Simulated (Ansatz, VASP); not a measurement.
## Two plane-wave programs on AgI

```xyz
4
Lattice="4.6509 0.0000 0.0000 -2.3254 4.0278 0.0000 0.0000 0.0000 7.5993" Properties=species:S:1:pos:R:3 pbc="T T T"
Ag    0.0000    2.6852    0.0000
Ag    2.3254    1.3426    3.7997
I     0.0000    2.6852    2.8497
I     2.3254    1.3426    6.6493
```

Alike in both runs: task single point; functional HSE06; k mesh 6 × 6 × 2; occupations fermi-dirac, width 0.2 eV; no spin polarisation.

```csv
,VASP,Ansatz
version,VASP 6.6.1,Ansatz 0.2.0
potentials or method,"VASP PAW PBE potentials, release 64 (Ag, I)",plane waves
plane-wave cutoff (eV),400,420
valence electrons in the cell,36,72
```

```tsv
	VASP	Ansatz	Ansatz less VASP
pressure (GPa)	0.3	0.5	+0.20
```

VASP's potentials hold 36 valence electrons a cell and Ansatz's 72, so a difference there can come from the potentials and not from the codes. Ansatz's warnings: stress exchange threshold loose, stress scf threshold loose.

Spin-orbit coupling is off throughout.
